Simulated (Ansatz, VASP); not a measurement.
One calculation of CsPbBr3, two programs

```
CELL_PARAMETERS angstrom
5.69390 0.00000 0.00000
0.00000 5.69390 0.00000
0.00000 0.00000 5.95805
ATOMIC_POSITIONS crystal
Cs 0.00000 0.00000 0.00000
Pb 0.50000 0.50000 0.50000
Br 0.00000 0.50000 0.50000
Br 0.50000 0.00000 0.50000
Br 0.50000 0.50000 0.00000
```

Change from the starting cell: strain -0.030 along x and y, +0.015 along z, atoms carried along.

Alike in both runs: task single point; functional PBEsol; k mesh 6 × 6 × 6; occupations gaussian, width 0.05 eV; no spin polarisation.

|  | VASP | Ansatz |
| --- | --- | --- |
| version | VASP 6.6.1 | Ansatz 0.2.0 |
| potentials or method | VASP PAW PBE potentials, release 64 (Cs_sv, Pb_d, Br), cutoff 520 eV | scalar-relativistic, plane waves, PAW |
| valence electrons in the cell | 44 | 44 |

```csv
,VASP,Ansatz,Ansatz less VASP
gap on the k mesh at the Fermi level (eV),0.97,0.97,0.000
least direct gap on the mesh (eV),0.97,0.97,0.000
pressure (GPa),1.3,1.3,0.00
"traceless stress, the component that is largest in VASP (GPa)",-1.58,-1.58,+0.004
```

VASP's potentials were made for PBE, not for PBEsol. The functional is the same, so the differences come from potentials, cutoffs and numerics.

Spin-orbit coupling is off throughout.
